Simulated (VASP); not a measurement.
# Sc in VASP: single point with PBEsol

Aim: the single point of Sc with PBEsol.

Program: VASP 6.6.1. These are calculated values, not measurements. Logs are shortened: lines on timing, memory, paths and dates and some standing lists are left out, and cuts for length are marked.

## (1) The cell of the first run

The cell holds a slab with vacuum, 5 atoms: a = 3.211 Å, b = 3.211 Å, c = 26.082 Å, α = 90.00°, β = 90.00°, γ = 90.00°.

## (2) Single point, PBEsol

Input file INCAR:

```
SYSTEM = Sc
PREC = Accurate ; ENCUT = 520
EDIFF = 1E-6 ; ISMEAR = 0
SIGMA = 0.1 ; LREAL = .False.
LASPH = .True. ; NELM = 60
ALGO = Normal ; ISIF = 2
LWAVE = .False. ; LCHARG = .False.
LDIPOL = .True. ; IDIPOL = 3
DIPOL = 0.5 0.5 0.499 ; GGA = PS
NBANDS = 36
```

Input file KPOINTS:

```
Automatic mesh
0
Gamma
  22 22 1
  0 0 0
```

Input file POSCAR:

```
Sc
1.0
    3.2109718900      0.0000000000      0.0000000000
    0.0000000000      3.2109718900      0.0000000000
    0.0000000000      0.0000000000     26.0820001558
Sc
5
Direct
    0.5000000000      0.5000000000      0.3258952515
    0.0000000000      0.0000000000      0.4129476309
    0.5000000000      0.5000000000      0.5005094459
    0.0000000000      0.0000000000      0.5883751029
    0.5000000000      0.5000000000      0.6696086161
```

Potentials or basis: VASP PAW PBE potentials, release 64 (Sc_sv).

The run is started by

```sh
$ cat potpaw_PBE.64/Sc_sv/POTCAR > POTCAR
$ mpirun -np 1 vasp_std > vasp.out
```

OUTCAR:

```text
SYSTEM = Sc
   PREC = Accurate
   ENCUT = 520
   EDIFF = 1E-6
   ISMEAR = 0
   LREAL = .False.
   LASPH = .True.
   NELM = 60
   ISIF = 2
   GGA = PS

 ion  position               nearest neighbor table
   1  0.500  0.500  0.326-   2 3.21   2 3.21   2 3.21   2 3.21
   2  0.000  0.000  0.413-   1 3.21   1 3.21   1 3.21   1 3.21   3 3.22   3 3.22   3 3.22   3 3.22

   3  0.500  0.500  0.501-   2 3.22   2 3.22   2 3.22   2 3.22   4 3.23   4 3.23   4 3.23   4 3.23

   4  0.000  0.000  0.588-   5 3.11   5 3.11   5 3.11   5 3.11   3 3.23   3 3.23   3 3.23   3 3.23

   5  0.500  0.500  0.670-   4 3.11   4 3.11   4 3.11   4 3.11

  LATTYP: Found a simple tetragonal cell.
 ALAT       =     3.2109718900
 C/A-ratio  =     8.1227743653

  Lattice vectors:

 A1 = (   3.2109718900,   0.0000000000,   0.0000000000)
 A2 = (   0.0000000000,   3.2109718900,   0.0000000000)
 A3 = (   0.0000000000,   0.0000000000,  26.0820001558)

Analysis of symmetry for initial positions (statically):
=====================================================================
 Subroutine PRICEL returns:
 Original cell was already a primitive cell.

 Routine SETGRP: Setting up the symmetry group for a
 simple tetragonal supercell.

 Subroutine GETGRP returns: Found  8 space group operations
 (whereof  8 operations were pure point group operations)
 out of a pool of 16 trial point group operations.

The static configuration has the point symmetry C_4v.

Analysis of symmetry for dynamics (positions and initial velocities):
=====================================================================
 Subroutine PRICEL returns:
 Original cell was already a primitive cell.

 Routine SETGRP: Setting up the symmetry group for a
 simple tetragonal supercell.

 Subroutine GETGRP returns: Found  8 space group operations
 (whereof  8 operations were pure point group operations)
 out of a pool of 16 trial point group operations.

The dynamic configuration has the point symmetry C_4v.

 Subroutine INISYM returns: Found  8 space group operations
 (whereof  8 operations are pure point group operations),
 and found     1 'primitive' translations

----------------------------------------------------------------------------------------

                                     Primitive cell

  volume of cell :     268.9143

  direct lattice vectors                    reciprocal lattice vectors
     3.210971890  0.000000000  0.000000000     0.311432188  0.000000000  0.000000000
     0.000000000  3.210971890  0.000000000     0.000000000  0.311432188  0.000000000
     0.000000000  0.000000000 26.082000156     0.000000000  0.000000000  0.038340618

  length of vectors
     3.210971890  3.210971890 26.082000156     0.311432188  0.311432188  0.038340618

  position of ions in fractional coordinates (direct lattice)
     0.500000000  0.500000000  0.325895252
     0.000000000  0.000000000  0.412947631
     0.500000000  0.500000000  0.500509446
     0.000000000  0.000000000  0.588375103
     0.500000000  0.500000000  0.669608616

  ion indices of the primitive-cell ions
   primitive index   ion index
                 1           1
                 2           2
                 3           3
                 4           4
                 5           5

----------------------------------------------------------------------------------------

 KPOINTS: Automatic mesh

Automatic generation of k-mesh.
 Grid dimensions read from file:
 generate k-points for:   22   22    1

 Generating k-lattice:

  Cartesian coordinates                     Fractional coordinates (reciprocal lattice)
     0.014156009  0.000000000  0.000000000     0.045454545  0.000000000  0.000000000
     0.000000000  0.014156009  0.000000000     0.000000000  0.045454545  0.000000000
     0.000000000  0.000000000  0.038340618     0.000000000  0.000000000  1.000000000

  Length of vectors
     0.014156009  0.014156009  0.038340618

  Shift w.r.t. Gamma in fractional coordinates (k-lattice)
     0.000000000  0.000000000  0.000000000

 Subroutine IBZKPT returns following result:
 ===========================================

 Found     78 irreducible k-points:

 Following reciprocal coordinates:
            Coordinates               Weight
  0.000000  0.000000  0.000000      1.000000
  0.045455  0.000000  0.000000      4.000000
  0.090909  0.000000  0.000000      4.000000
  0.136364  0.000000  0.000000      4.000000
  0.181818  0.000000  0.000000      4.000000
  0.227273  0.000000  0.000000      4.000000
[... 16 lines left out ...]
  0.500000  0.045455  0.000000      4.000000
  0.090909  0.090909  0.000000      4.000000
 [... further k-points ...]
   k-points           NKPTS =     78   k-points in BZ     NKDIM =     78   number of bands    NBANDS=     36
   number of dos      NEDOS =    301   number of ions     NIONS =      5
   total plane-waves  NPLWV = 112896
   dimension x,y,z NGX =    24 NGY =   24 NGZ =  196
   dimension x,y,z NGXF=    48 NGYF=   48 NGZF=  392
   ions per type =               5
   NGX,Y,Z   is equivalent  to a cutoff of  12.43, 12.43, 12.49 a.u.
   NGXF,Y,Z  is equivalent  to a cutoff of  24.85, 24.85, 24.99 a.u.
 SYSTEM =  Sc
   PREC   = accura    normal or accurate (medium, high low for compatibility)
   ISTART =      0    job   : 0-new  1-cont  2-samecut
   ICHARG =      2    charge: 1-file 2-atom 10-const
   ISPIN  =      1    spin polarized calculation?
   LNONCOLLINEAR =      F non collinear calculations
   LSORBIT =      F    spin-orbit coupling
   LASPH  =      T    aspherical Exc in radial PAW
   ENCUT  =  520.0 eV  38.22 Ry    6.18 a.u.   5.97  5.97 48.50*2*pi/ulx,y,z
   NELM   =     60;   NELMIN=  2; NELMDL= -5     # of ELM steps
   EDIFF  = 0.1E-05   stopping-criterion for ELM
   LREAL  =      F    real-space projection
   EDIFFG = 0.1E-04   stopping-criterion for IOM
   NSW    =      0    number of steps for IOM
   IBRION =     -1    ionic relax: 0-MD 1-quasi-New 2-CG
   NFREE  =      0    steps in history (QN), initial steepest desc. (CG)
   ISIF   =      2    stress and relaxation
   ISYM   =      2    0-nonsym 1-usesym 2-fastsym
   POTIM  = 0.5000    time-step for ionic-motion
   TEBEG  =    0.0;   TEEND  =   0.0 temperature during run
   PSTRESS=    0.0 pullay stress
   NELECT =      55.0000    total number of electrons
   NUPDOWN=      -1.0000    fix difference up-down
   EMIN   =  10.00;   EMAX   =-10.00  energy-range for DOS
   EFERMI =   0.00;   METHOD = LEGACY
   ISMEAR =     0;   SIGMA  =   0.10  broadening in eV -4-tet -1-fermi 0-gaus
   EFERMI_NEDOS =   21; number of points for ismear=-14 and -15
   IALGO  =     38    algorithm
   IMIX   =      4    mixing-type and parameters
     AMIX     =   0.40;   BMIX     =  1.00
     AMIX_MAG =   1.60;   BMIX_MAG =  1.00
  volume/ion in A,a.u.               =      53.78       362.94
  Fermi-wavevector in a.u.,A,eV,Ry     =   0.964549  1.822734 12.658253  0.930355
  Thomas-Fermi vector in A             =   2.094190
   LORBIT       =      0    0 simple, 1 ext, 2 COOP (PROOUT), +10 PAW based schemes
   GGA     = PS    functional components
   LHFCALC =     F    Hartree Fock is set to
   AEXX    =    0.0000 exact exchange contribution
   IVDW    =     0    specifies the selected vdW correction
   LEPSILON=     F    determine dielectric tensor
   LRPA    =     F    only Hartree local field effects (RPA)
 non-spin polarized calculation
 Gauss-broadening in eV      SIGMA  =   0.10
  energy-cutoff  :      520.00
  volume of cell :      268.91
 maximum number of plane-waves:      7315
 NGX is ok and might be reduce to    24
   NGX = 11   NGY = 11   NGZ = 97

 dipolmoment           0.000000      0.000000      0.018755 electrons x Angstroem

 number of electron      55.0000021 magnetization

 dipolmoment           0.000000      0.000000     -0.005880 electrons x Angstroem

 Free energy of the ion-electron system (eV)
  ---------------------------------------------------
  ext. energy  EPLUGINS =         0.00000000
  ---------------------------------------------------
  free energy    TOTEN  =       -31.16283491 eV

  energy without entropy =      -31.10660453  energy(sigma->0) =      -31.13471972

 E-fermi :   0.1546     XC(G=0):  -5.1757

 val. band max:        0.1516577794   @ k =   0.5000   0.1364   0.0000
 cond. band min:       0.1548685184   @ k =   0.5000   0.0455   0.0000
 fundamental gap:      0.0032107390
 Fermi energy:         0.1545699720

 k-point     1 :       0.0000    0.0000    0.0000
  band No.  band energies     occupation
      1     -49.4463      2.00000
      2     -49.2900      2.00000
      3     -49.0144      2.00000
      4     -48.7792      2.00000
      5     -48.6344      2.00000
      6     -28.2910      2.00000
[... 28 lines left out ...]
     35       1.8722      0.00000
     36       1.9370      0.00000

 k-point     2 :       0.0455    0.0000    0.0000
  band No.  band energies     occupation
      1     -49.4458      2.00000
      2     -49.2894      2.00000
      3     -49.0138      2.00000
      4     -48.7788      2.00000
      5     -48.6339      2.00000
      6     -28.2903      2.00000
[... 28 lines left out ...]
     35       1.8818      0.00000
     36       1.8964      0.00000

 k-point     3 :       0.0909    0.0000    0.0000
  band No.  band energies     occupation
      1     -49.4443      2.00000
      2     -49.2878      2.00000
      3     -49.0121      2.00000
      4     -48.7775      2.00000
      5     -48.6326      2.00000
      6     -28.2884      2.00000
[... 28 lines left out ...]
     35       1.8253      0.00000
     36       1.9099      0.00000

 k-point     4 :       0.1364    0.0000    0.0000
  band No.  band energies     occupation
      1     -49.4419      2.00000
      2     -49.2853      2.00000
      3     -49.0093      2.00000
      4     -48.7754      2.00000
      5     -48.6306      2.00000
      6     -28.2855      2.00000
[... 28 lines left out ...]
     35       1.7641      0.00000
     36       1.9535      0.00000

 k-point     5 :       0.1818    0.0000    0.0000
  band No.  band energies     occupation
      1     -49.4389      2.00000
      2     -49.2821      2.00000
      3     -49.0058      2.00000
      4     -48.7728      2.00000
      5     -48.6279      2.00000
      6     -28.2818      2.00000
[... 655 lines left out ...]
 k-point    22 :       0.4545    0.0455    0.0000
  band No.  band energies     occupation
      1     -49.4209      2.00000
      2     -49.2631      2.00000
      3     -48.9851      2.00000
      4     -48.7572      2.00000
      5     -48.6122      2.00000
      6     -28.2628      2.00000
[... 28 lines left out ...]
     35       1.6985      0.00000
     36       1.7345      0.00000

 k-point    23 :       0.5000    0.0455    0.0000
  band No.  band energies     occupation
      1     -49.4203      2.00000
      2     -49.2625      2.00000
      3     -48.9845      2.00000
      4     -48.7567      2.00000
      5     -48.6118      2.00000
      6     -28.2623      2.00000
[... 28 lines left out ...]
     35       1.6698      0.00000
     36       1.7218      0.00000

 k-point    24 :       0.0909    0.0909    0.0000
  band No.  band energies     occupation
      1     -49.4423      2.00000
      2     -49.2857      2.00000
      3     -49.0098      2.00000
      4     -48.7757      2.00000
      5     -48.6308      2.00000
      6     -28.2859      2.00000
[... 28 lines left out ...]
     35       1.7157      0.00000
     36       1.9678      0.00000

 [... further k-points ...]

------------------------ aborting loop because EDIFF is reached ----------------------------------------

 vacuum level on the upper side and lower side of the slab       (xc-potential included)        -0.235        -0.131

  FORCE on cell =-STRESS in cart. coord.  units (eV):
  Direction    XX          YY          ZZ          XY          YZ          ZX
  --------------------------------------------------------------------------------------
  -------------------------------------------------------------------------------------
  Total       -0.5793557     -0.5793557     -0.9855497      0.0000000      0.0000000      0.0000000
  in kB       -3.4517707     -3.4517707     -5.8718534      0.0000000      0.0000000      0.0000000
  external PRESSURE =      -4.2584649 kB  Pullay stress =       0.0000000 kB

 VOLUME and BASIS-vectors are now :
 -----------------------------------------------------------------------------
  energy-cutoff  :      520.00
  volume of cell :      268.91
      direct lattice vectors                 reciprocal lattice vectors
     3.210971890  0.000000000  0.000000000     0.311432188  0.000000000  0.000000000
     0.000000000  3.210971890  0.000000000     0.000000000  0.311432188  0.000000000
     0.000000000  0.000000000 26.082000156     0.000000000  0.000000000  0.038340618

 POSITION                                       TOTAL-FORCE (eV/Angst)
 -----------------------------------------------------------------------------------
      1.60549      1.60549      8.50000        -0.000000      0.000000      0.414157
      0.00000      0.00000     10.77050         0.000000      0.000000     -0.428909
      1.60549      1.60549     13.05429         0.000000     -0.000000      0.010076
      0.00000      0.00000     15.34600        -0.000000      0.000000      0.020050
      1.60549      1.60549     17.46473         0.000000      0.000000     -0.015375
 -----------------------------------------------------------------------------------
    total drift:                                0.000000      0.000000      0.000326

  FREE ENERGIE OF THE ION-ELECTRON SYSTEM (eV)
  ---------------------------------------------------
  free  energy   TOTEN  =       -31.1628349142 eV

  energy  without entropy=      -31.1066045280  energy(sigma->0) =      -31.13471972

 vacuum level on the upper side and lower side of the slab         2.881         2.988
```

Wall time 13 min (1 thread of Intel Xeon 6975P-C (Granite Rapids), shared host); peak memory 0.67 GiB.

Results:

| Quantity | Value |
| --- | --- |
| Free energy | -31.1628 eV |
| Largest force | 0.429 eV/Å |
| Band gap on the k mesh | zero (an odd number of electrons rules out a gap without spin polarisation) |

Forces on the atoms (eV/Å):
```
Sc   0.000  0.000  0.414
Sc   0.000  0.000 -0.429
Sc   0.000  0.000  0.010
Sc   0.000  0.000  0.020
Sc   0.000  0.000 -0.015
```

Caveat: the PAW data sets were made with another functional, which shifts forces and pressure a little.
